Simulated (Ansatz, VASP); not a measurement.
InSb in VASP and in Ansatz

```
In Sb
1.0
     5.39248    0.00000    0.00000
     0.00000    5.74983    0.00000
     0.00000    0.00000    3.08329
In Sb
2 2
Direct
  0.00000 0.00000 0.00000
  0.50000 0.50000 0.00000
  0.50000 0.00000 0.83500
  0.00000 0.50000 0.16500
```

Change from the starting cell: volume scaled by 1.02.

Alike in both runs: task single point; functional PBE; k mesh 6 × 6 × 11; occupations fermi-dirac, width 0.08 eV; no spin polarisation.

```csv
,VASP,Ansatz
version,VASP 6.6.1,Ansatz 0.2.0
potentials or method,"VASP PAW PBE potentials, release 64 (In_d, Sb), cutoff 520 eV","all-electron LAPW, scalar-relativistic"
```

VASP gave:

```
pressure (GPa)                                                : 15.5
traceless stress, the component that is largest in VASP (GPa) : 11.31
rms of the force components (eV/Å)                            : 0.306
```

**Question.** What did Ansatz give for the same quantities?

**Answer.** Pressure (GPa): 15.6; traceless stress, the component that is largest in VASP (GPa): 11.33; rms of the force components (eV/Å): 0.306.

Atom by atom the forces differ by 0.001 eV/Å (rms over components). Ansatz ran all-electron here, and VASP with PAW potentials.

Spin-orbit coupling is off throughout.
